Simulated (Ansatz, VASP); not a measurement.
Be7Br in VASP and in Ansatz

```
CELL_PARAMETERS angstrom
-2.79198 2.79198 2.79198
2.79198 -2.79198 2.79198
2.79198 2.79198 -2.79198
ATOMIC_POSITIONS crystal
Be 0.00000 0.50000 0.50000
Be 0.50000 0.50000 0.00000
Be 0.50000 0.00000 0.50000
Be 0.00000 0.00000 0.50000
Be 0.00000 0.50000 0.00000
Be 0.50000 0.00000 0.00000
Be 0.50000 0.50000 0.50000
Br 0.00000 0.00000 0.00000
```

Change from the starting cell: species swapped into the Fe7Co type (Im-3m, No. 229).

Alike in both runs: task single point; functional PBE; k mesh 4 × 4 × 4; occupations gaussian, width 0.1 eV; no spin polarisation.

|  | VASP | Ansatz |
| --- | --- | --- |
| version | VASP 6.6.1 | Ansatz 0.2.0 |
| potentials or method | VASP PAW PBE potentials, release 64 (Be, Br), cutoff 520 eV | scalar-relativistic, plane waves, PAW |
| valence electrons in the cell | 21 | 21 |

```csv
,VASP,Ansatz,Ansatz less VASP
gap on the k mesh at the Fermi level (eV),none,none,-
pressure (GPa),-0.1,-0.1,-0.05
```

A gap of «none» marks a metal or a gap that the smearing closes. The functional is the same, so the differences come from potentials, cutoffs and numerics.

The k mesh is coarse, so the values compare programs but aren't converged.
